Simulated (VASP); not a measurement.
SnSe2, 3 atoms in the cell. Symmetry: Cm, No. 8, monoclinic system. Conventional cell: a = 6.601 Å, b = 3.811 Å, c = 6.137 Å, α = 90.00°, β = 90.00°, γ = 90.00°. Sn (site symmetry m) has 6 Se at 2.63 to 2.73 Å within 3.5 Å. Se (site symmetry m) has 3 Sn at 2.66 to 2.73 Å within 3.5 Å. Within 3.5 Å of Se (site symmetry m) lie 3 Sn at 2.63 to 2.71 Å.  This cell differs from its parent crystal: all Se atoms moved +0.062 Å, as atom 2 along Cartesian [0 1 0].

- Program: VASP 6.6.1
- Task: single point
- Functional: r2SCAN
- Potentials or basis: VASP PAW PBE potentials, release 64 (Sn_d, Se)
- Cutoff: 520 eV
- k mesh: 12 × 12 × 6
- Occupations: gaussian, width 0.05 eV
- Spin: no spin polarisation
- Dipole correction: no
- Further INCAR settings: ALGO = Normal; EDIFF = 1e-06; NBANDS = 20

Potentials or basis: VASP PAW PBE potentials, release 64 (Sn_d, Se).

Launch:

```bash
$ cat potpaw_PBE.64/Sn_d/POTCAR potpaw_PBE.64/Se/POTCAR > POTCAR
$ cp INCAR.step1 INCAR
$ mpirun -np 1 vasp_std > vasp.out
$ cp INCAR.step2 INCAR
$ mpirun -np 1 vasp_std > vasp.out
```

Hardware: 1 thread of Oxide Virtual Turin-like Processor, with other jobs on the host.

Task: How long does it take, and how much memory?

Result: It took 36 min on 1 thread of Oxide Virtual Turin-like Processor (shared host), peak memory 0.43 GiB. Counts: k points 242.
